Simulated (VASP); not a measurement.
# BN in VASP: single point with r2SCAN

Aim: the single point of BN with r2SCAN.

Everything below comes from runs of VASP 6.6.1. Logs are shortened: lines on timing, memory, paths and dates and some standing lists are left out, and cuts for length are marked.

### Step 1. The cell of the first run

The typed cell holds 4 atoms: a = 2.552 Å, b = 2.552 Å, c = 3.610 Å, α = 90.00°, β = 90.00°, γ = 90.00°.

### Step 2. Single point, r2SCAN

Input file POSCAR:

```
BN
1.0
    0.0000485112     -1.8048121601     -1.8048919260
   -0.0000333622      1.8048417259     -1.8049274871
    3.6096898272     -0.0000862955     -0.0000232745
B N
2 2
Direct
    0.5000076878      0.5000106167      0.5000025991
    0.0000052133      0.0000080477      0.0000026887
   -0.0000068234      0.4999901470      0.2499974910
    0.4999939223     -0.0000088115      0.7499972212
```

Input file INCAR.step1:

```
PREC = Accurate
ENCUT = 910
ISMEAR = 0
SIGMA = 0.05
LREAL = False
LASPH = True
NELM = 120
NBANDS = 16
GGA = PE
ALGO = Normal
EDIFF = 1E-5
LWAVE = True
LCHARG = False
GGA_COMPAT = False
```

Input file INCAR.step2:

```
PREC = Accurate
ENCUT = 910
EDIFF = 1E-6
ISMEAR = 0
SIGMA = 0.05
LREAL = False
LASPH = True
NELM = 120
ALGO = Normal
ISIF = 2
LWAVE = False
LCHARG = False
METAGGA = R2SCAN
LMIXTAU = True
NBANDS = 16
ISTART = 1
GGA_COMPAT = False
```

Input file KPOINTS:

```
Automatic mesh
0
Gamma
  8 8 6
```

Potentials or basis: VASP PAW PBE potentials, release 64 (B_h, N_h).

Started as:

```console
$ cat potpaw_PBE.64/B_h/POTCAR potpaw_PBE.64/N_h/POTCAR > POTCAR
$ cp INCAR.step1 INCAR
$ mpirun -np 1 vasp_std > vasp.out
$ cp INCAR.step2 INCAR
$ mpirun -np 1 vasp_std > vasp.out
```

OUTCAR:

```text
PREC = Accurate
   ENCUT = 910
   EDIFF = 1E-6
   ISMEAR = 0
   LREAL = False
   LASPH = True
   NELM = 120
   ISIF = 2
   METAGGA = R2SCAN
   ISTART = 1

 ion  position               nearest neighbor table
   1  0.500  0.500  0.500-
   2  0.000  0.000  0.000-
   3  1.000  0.500  0.250-
   4  0.500  1.000  0.750-

  LATTYP: Found a simple monoclinic cell.
 ALAT       =     3.6098194133
 B/A-ratio  =     0.9999641021
 C/A-ratio  =     1.5811401377
 COS(beta)  =    -0.9486882186

  Lattice vectors:

 A1 = (   0.0000151490,   0.0000295658,  -3.6098194131)
 A2 = (   3.6096898272,  -0.0000862955,  -0.0000232745)
 A3 = (   0.0000182132,  -1.8048712917,   5.4147469002)

Analysis of symmetry for initial positions (statically):
=====================================================================
 Subroutine PRICEL returns following result:

  LATTYP: Found a base centered monoclinic cell.
 ALAT       =     4.4209934594
 B/A-ratio  =     0.5773549720
 C/A-ratio  =     0.5773281781
 COS(beta)  =    -0.5773145763

  Lattice vectors:

 A1 = (   1.8048376625,  -0.0000581013,   1.8049071724)
 A2 = (  -0.0000478644,   1.8048118188,   1.8049101321)
 A3 = (  -1.8048043003,  -1.8047836246,   0.0000203147)

   2 primitive cells build up your supercell.

 Routine SETGRP: Setting up the symmetry group for a
 simple monoclinic supercell.

 Subroutine GETGRP returns: Found  1 space group operations
 (whereof  1 operations were pure point group operations)
 out of a pool of  4 trial point group operations.

The static configuration has the point symmetry C_1 .

Analysis of symmetry for dynamics (positions and initial velocities):
=====================================================================
 Subroutine PRICEL returns following result:

  LATTYP: Found a base centered monoclinic cell.
 ALAT       =     4.4209934594
 B/A-ratio  =     0.5773549720
 C/A-ratio  =     0.5773281781
 COS(beta)  =    -0.5773145763

  Lattice vectors:

 A1 = (   1.8048376625,  -0.0000581013,   1.8049071724)
 A2 = (  -0.0000478644,   1.8048118188,   1.8049101321)
 A3 = (  -1.8048043003,  -1.8047836246,   0.0000203147)

   2 primitive cells build up your supercell.

 Routine SETGRP: Setting up the symmetry group for a
 simple monoclinic supercell.

 Subroutine GETGRP returns: Found  1 space group operations
 (whereof  1 operations were pure point group operations)
 out of a pool of  4 trial point group operations.

The dynamic configuration has the point symmetry C_1 .

 Subroutine INISYM returns: Found  1 space group operations
 (whereof  1 operations are pure point group operations),
 and found     2 'primitive' translations

----------------------------------------------------------------------------------------

                                     Primitive cell

  volume of cell :      11.7588

  direct lattice vectors                    reciprocal lattice vectors
     1.804837662 -0.000058101  1.804907172     0.277027276 -0.277027332  0.277019589
    -0.000047864  1.804811819  1.804910132    -0.277023704  0.277029996  0.277021953
    -1.804804300 -1.804783625  0.000020315    -0.277036950 -0.277039800  0.277017363

  length of vectors
     2.552475052  2.552458871  2.552364099     0.479820911  0.479821752  0.479832410

  position of ions in fractional coordinates (direct lattice)
     0.999994641  0.999992098  0.999989264
     0.750008691  0.750011241  0.250014070

  ion indices of the primitive-cell ions
   primitive index   ion index
                 1           1
                 2           4

----------------------------------------------------------------------------------------

 KPOINTS: Automatic mesh

Automatic generation of k-mesh.
 Grid dimensions read from file:
 generate k-points for:    8    8    6

 Generating k-lattice:

  Cartesian coordinates                     Fractional coordinates (reciprocal lattice)
    -0.000001051 -0.034629700 -0.034628055     0.125000000  0.000000000  0.000000000
     0.000000605  0.034629018 -0.034627487    -0.000000000  0.125000000 -0.000000000
     0.046172019  0.000001047  0.000000194     0.000000000  0.000000000  0.166666667

  Length of vectors
     0.048972628  0.048971744  0.046172019

  Shift w.r.t. Gamma in fractional coordinates (k-lattice)
     0.000000000  0.000000000  0.000000000

 Subroutine IBZKPT returns following result:
 ===========================================

 Found    196 irreducible k-points:

 Following reciprocal coordinates:
            Coordinates               Weight
  0.000000  0.000000  0.000000      1.000000
  0.125000  0.000000 -0.000000      2.000000
  0.250000  0.000000 -0.000000      2.000000
  0.375000 -0.000000 -0.000000      2.000000
  0.500000  0.000000 -0.000000      1.000000
  0.000000  0.125000  0.000000      2.000000
[... 16 lines left out ...]
  0.125000  0.375000 -0.000000      2.000000
  0.125000 -0.375000  0.000000      2.000000
 [... further k-points ...]
   k-points           NKPTS =    196   k-points in BZ     NKDIM =    196   number of bands    NBANDS=     16
   number of dos      NEDOS =    301   number of ions     NIONS =      4
   total plane-waves  NPLWV =  28224
   dimension x,y,z NGX =    28 NGY =   28 NGZ =   36
   dimension x,y,z NGXF=    56 NGYF=   56 NGZF=   72
   ions per type =               2   2
   NGX,Y,Z   is equivalent  to a cutoff of  18.24, 18.24, 16.58 a.u.
   NGXF,Y,Z  is equivalent  to a cutoff of  36.47, 36.47, 33.16 a.u.
 SYSTEM =  unknown system
   PREC   = accura    normal or accurate (medium, high low for compatibility)
   ISTART =      1    job   : 0-new  1-cont  2-samecut
   ICHARG =      0    charge: 1-file 2-atom 10-const
   ISPIN  =      1    spin polarized calculation?
   LNONCOLLINEAR =      F non collinear calculations
   LSORBIT =      F    spin-orbit coupling
   LASPH  =      T    aspherical Exc in radial PAW
   ENCUT  =  910.0 eV  66.88 Ry    8.18 a.u.   6.28  6.28  8.88*2*pi/ulx,y,z
   NELM   =    120;   NELMIN=  2; NELMDL=  0     # of ELM steps
   EDIFF  = 0.1E-05   stopping-criterion for ELM
   LREAL  =      F    real-space projection
   EDIFFG = 0.1E-04   stopping-criterion for IOM
   NSW    =      0    number of steps for IOM
   IBRION =     -1    ionic relax: 0-MD 1-quasi-New 2-CG
   NFREE  =      0    steps in history (QN), initial steepest desc. (CG)
   ISIF   =      2    stress and relaxation
   ISYM   =      2    0-nonsym 1-usesym 2-fastsym
   POTIM  = 0.5000    time-step for ionic-motion
   TEBEG  =    0.0;   TEEND  =   0.0 temperature during run
   PSTRESS=    0.0 pullay stress
   NELECT =      16.0000    total number of electrons
   NUPDOWN=      -1.0000    fix difference up-down
   EMIN   =  10.00;   EMAX   =-10.00  energy-range for DOS
   EFERMI =   0.00;   METHOD = LEGACY
   ISMEAR =     0;   SIGMA  =   0.05  broadening in eV -4-tet -1-fermi 0-gaus
   EFERMI_NEDOS =   21; number of points for ismear=-14 and -15
   IALGO  =     38    algorithm
   IMIX   =      4    mixing-type and parameters
     AMIX     =   0.40;   BMIX     =  1.00
     AMIX_MAG =   1.60;   BMIX_MAG =  1.00
  volume/ion in A,a.u.               =       5.88        39.68
  Fermi-wavevector in a.u.,A,eV,Ry     =   1.439852  2.720926 28.207241  2.073174
  Thomas-Fermi vector in A             =   2.558661
   LORBIT       =      0    0 simple, 1 ext, 2 COOP (PROOUT), +10 PAW based schemes
   METAGGA = R2SCAN    functional components
   LHFCALC =     F    Hartree Fock is set to
   AEXX    =    0.0000 exact exchange contribution
   IVDW    =     0    specifies the selected vdW correction
   LEPSILON=     F    determine dielectric tensor
   LRPA    =     F    only Hartree local field effects (RPA)
 non-spin polarized calculation
 Gauss-broadening in eV      SIGMA  =   0.05
  energy-cutoff  :      910.00
  volume of cell :       23.52
 maximum number of plane-waves:      1508
 NGX is ok and might be reduce to    28
   NGX = 13   NGY = 13   NGZ = 17

 number of electron      16.0000001 magnetization

 Free energy of the ion-electron system (eV)
  ---------------------------------------------------
  ext. energy  EPLUGINS =         0.00000000
  ---------------------------------------------------
  free energy    TOTEN  =       -38.39936991 eV

  energy without entropy =      -38.39936991  energy(sigma->0) =      -38.39936991

 E-fermi :   9.2082     XC(G=0): -13.7803

 val. band max:        8.9865690332   @ k =   0.0000   0.0000   0.0000
 cond. band min:      13.9827201499   @ k =   0.5000   0.5000  -0.0000
 fundamental gap:      4.9961511167
 Fermi energy:         9.2081650560

 k-point     1 :       0.0000    0.0000    0.0000
  band No.  band energies     occupation
      1     -12.3494      2.00000
      2      -6.6090      2.00000
      3      -0.3565      2.00000
      4       3.8752      2.00000
      5       3.8757      2.00000
      6       8.9854      2.00000
[... 8 lines left out ...]
     15      28.3404      0.00000
     16      28.3411      0.00000

 k-point     2 :       0.1250    0.0000   -0.0000
  band No.  band energies     occupation
      1     -12.0866      2.00000
      2      -6.5401      2.00000
      3      -0.1347      2.00000
      4       2.7906      2.00000
      5       4.0987      2.00000
      6       7.8044      2.00000
[... 8 lines left out ...]
     15      27.6813      0.00000
     16      27.9237      0.00000

 k-point     3 :       0.2500    0.0000   -0.0000
  band No.  band energies     occupation
      1     -11.3134      2.00000
      2      -6.5411      2.00000
      3       0.4590      2.00000
      4       1.0595      2.00000
      5       4.7395      2.00000
      6       5.3993      2.00000
[... 8 lines left out ...]
     15      26.0301      0.00000
     16      26.9748      0.00000

 k-point     4 :       0.3750   -0.0000   -0.0000
  band No.  band energies     occupation
      1     -10.0892      2.00000
      2      -7.1868      2.00000
      3       0.2040      2.00000
      4       1.6863      2.00000
      5       2.9702      2.00000
      6       4.9078      2.00000
[... 8 lines left out ...]
     15      24.4381      0.00000
     16      25.8400      0.00000

 k-point     5 :       0.5000    0.0000   -0.0000
  band No.  band energies     occupation
      1      -8.5756      2.00000
      2      -8.5756      2.00000
      3       1.0707      2.00000
      4       1.0707      2.00000
      5       3.1499      2.00000
      6       3.1499      2.00000
[... 8 lines left out ...]
     15      24.5075      0.00000
     16      24.5075      0.00000

 k-point     6 :       0.0000    0.1250    0.0000
  band No.  band energies     occupation
      1     -12.0866      2.00000
      2      -6.5402      2.00000
      3      -0.1347      2.00000
      4       2.7902      2.00000
      5       4.0992      2.00000
      6       7.8041      2.00000
[... 8 lines left out ...]
     15      27.6810      0.00000
     16      27.9240      0.00000
[... 267 lines left out ...]
 k-point    21 :       0.5000    0.2500    0.0000
  band No.  band energies     occupation
      1      -7.7747      2.00000
      2      -7.7744      2.00000
      3       1.1094      2.00000
      4       1.1097      2.00000
      5       3.4874      2.00000
      6       3.4878      2.00000
[... 8 lines left out ...]
     15      26.7966      0.00000
     16      26.7974      0.00000

 k-point    22 :       0.0000    0.3750   -0.0000
  band No.  band energies     occupation
      1     -10.0893      2.00000
      2      -7.1869      2.00000
      3       0.2039      2.00000
      4       1.6862      2.00000
      5       2.9700      2.00000
      6       4.9077      2.00000
[... 8 lines left out ...]
     15      24.4381      0.00000
     16      25.8401      0.00000

 k-point    23 :       0.1250    0.3750   -0.0000
  band No.  band energies     occupation
      1      -9.8483      2.00000
      2      -7.0301      2.00000
      3       0.3549      2.00000
      4       1.8524      2.00000
      5       3.0037      2.00000
      6       4.7149      2.00000
[... 8 lines left out ...]
     15      24.6218      0.00000
     16      26.7569      0.00000

 k-point    24 :       0.1250   -0.3750    0.0000
  band No.  band energies     occupation
      1      -9.8481      2.00000
      2      -7.0303      2.00000
      3       0.3548      2.00000
      4       1.8526      2.00000
      5       3.0037      2.00000
      6       4.7146      2.00000
[... 8 lines left out ...]
     15      24.6225      0.00000
     16      26.7565      0.00000

 [... further k-points ...]
[... 5 lines left out ...]
  --------------------------------------------------------------------------------------
  -------------------------------------------------------------------------------------
  Total       -0.0855617     -0.0830714     -0.0874875      0.0033161      0.0012187      0.0007203
  in kB       -5.8290670     -5.6594121     -5.9602676      0.2259135      0.0830232      0.0490690
  external PRESSURE =      -5.8162489 kB  Pullay stress =       0.0000000 kB

 VOLUME and BASIS-vectors are now :
 -----------------------------------------------------------------------------
  energy-cutoff  :      910.00
  volume of cell :       23.52
      direct lattice vectors                 reciprocal lattice vectors
     0.000048511 -1.804812160 -1.804891926    -0.000008409 -0.277037601 -0.277024437
    -0.000033362  1.804841726 -1.804927487     0.000004837  0.277032142 -0.277019899
     3.609689827 -0.000086295 -0.000023274     0.277032113  0.000006284  0.000001163

 POSITION                                       TOTAL-FORCE (eV/Angst)
 -----------------------------------------------------------------------------------
      1.80486     -0.00002     -1.80495        -0.000453     -0.000246      0.001433
      0.00001      0.00001     -0.00002        -0.000453     -0.000246      0.001433
      0.90245     -0.90242     -2.70733         0.000453      0.000246     -0.001433
      2.70725      0.90237     -2.70736         0.000453      0.000246     -0.001433
 -----------------------------------------------------------------------------------
    total drift:                                0.000003      0.000002     -0.000013

  FREE ENERGIE OF THE ION-ELECTRON SYSTEM (eV)
  ---------------------------------------------------
  free  energy   TOTEN  =       -38.3993699114 eV

  energy  without entropy=      -38.3993699114  energy(sigma->0) =      -38.39936991
```

Run time: 7.8 min. Hardware: 1 thread of Intel Xeon Platinum 8259CL at 2.50GHz (Skylake/Cascade Lake), shared host; peak memory 0.27 GiB.

What came out:

```yaml
Free_energy: -38.3994 eV
Pressure: -0.6 GPa
Band_gap_on_the_k_mesh: 5.00 eV
```

Levels at points of the mesh, in eV from the valence-band top:
```tsv
k point	band 5	band 6	band 7	band 8	band 9	band 10	band 11	band 12
(0.00, 0.00, 0.00)	-5.11	0.00	0.00	0.00	5.00	9.57	9.57	9.57
(0.50, 0.00, 0.00)	-5.84	-5.84	-2.18	-2.18	10.47	10.47	13.11	13.11
(0.00, 0.50, 0.00)	-5.84	-5.84	-2.18	-2.18	10.47	10.47	13.11	13.11
(0.50, 0.50, 0.00)	-5.11	-5.11	-5.11	-5.11	5.00	5.00	9.84	9.84
(0.00, 0.00, 0.50)	-3.13	-3.13	-3.13	-3.13	7.45	7.45	12.31	12.31
(0.50, 0.00, 0.50)	-2.02	-2.02	-2.02	-2.02	10.84	10.84	11.51	11.51
(0.00, 0.50, 0.50)	-2.02	-2.02	-2.02	-2.02	10.84	10.84	11.51	11.51
(0.50, 0.50, 0.50)	-7.23	-7.23	-6.70	-6.70	10.36	10.36	14.33	14.33
```

Caveat: the cutoff is under 1.25 times the usual one of these potentials, so pressure, stress and relaxed cells hold a basis-set (Pulay) error; the PAW data sets were made with another functional, which shifts forces and pressure a little. A k mesh can miss the band edges.
